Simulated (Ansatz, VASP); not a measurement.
**Cs in VASP and in Ansatz**

```
Cs
1.0
     5.54035    0.00000    0.00000
    -2.77018    4.79809    0.00000
     0.00000    0.00000    8.96701
Cs
2
Direct
  0.33333 0.66667 0.25000
  0.66667 0.33333 0.75000
```

Change from the starting cell: volume scaled by 1.02, PAW files.

Alike in both runs: task electric field gradients; functional PBE; k mesh 12 × 12 × 6; occupations fermi-dirac, width 0.05 eV; no spin polarisation.

```csv
,VASP,Ansatz
version,VASP 6.6.1,Ansatz 0.2.0
potentials or method,"VASP PAW PBE potentials, release 64 (Cs_sv)","PAW with Ansatz's default frozen-core files, scalar-relativistic"
plane-wave cutoff (eV),520,420
valence electrons in the cell,18,18
```

|  | VASP | Ansatz | Ansatz less VASP |
| --- | --- | --- | --- |
| pressure (GPa) | 0.0 | 0.0 | +0.01 |
| size of Vzz on the site where it differs most (V/Å²) | 0.5 | 0.5 | -0.01 |

The functional is the same, so the differences come from potentials, cutoffs and numerics.

Spin-orbit coupling is off throughout.
